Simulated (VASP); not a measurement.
Input of a VASP 6.6.1 run:

INCAR

```
ALGO = Fast ; EDIFF = 1E-6
EDIFFG = -0.04 ; ENCUT = 600
GGA = PE ; IBRION = 2
ISIF = 3 ; ISMEAR = 0
LASPH = True ; LCHARG = False
LREAL = False ; LWAVE = False
NELM = 100 ; NSW = 90
PREC = Accurate ; SIGMA = 0.1
```

KPOINTS

```
k-points
0
Gamma
  6 6 4
```

POSCAR

```
CaBeRh
1.0
    3.7025690078      0.0000000000      0.0000000000
    0.0000000000      3.7025690078      0.0000000000
    0.0000000000      0.0000000000      6.5160597822
Ca Be Rh
2 2 2
Direct
    0.5000000000      0.0000000000      0.6485000000
    0.0000000000      0.5000000000      0.3515000000
    0.5000000000      0.0000000000      0.2055000000
    0.0000000000      0.5000000000      0.7945000000
    0.0000000000      0.0000000000      0.0000000000
    0.5000000000      0.5000000000      0.0000000000
```

Potentials or basis: VASP PAW PBE potentials, release 64 (Ca_sv, Be, Rh_pv).

The run is started by

```console
$ cat potpaw_PBE.64/Ca_sv/POTCAR potpaw_PBE.64/Be/POTCAR potpaw_PBE.64/Rh_pv/POTCAR > POTCAR
$ mpirun -np 1 vasp_std > vasp.out
```

(1) Predict the relaxed cell.

(2) Estimate the space group after relaxing (to 0.1 Å).

(3) What does it give for the band gap on the k mesh?

## Answers

(1) a = 4.227 Å, b = 4.227 Å, c = 6.537 Å, α = 90.00°, β = 90.00°, γ = 90.00°.

(2) P4/nmm (No. 129).

(3) zero (bands 27 and 28 overlap by 1.60 eV).
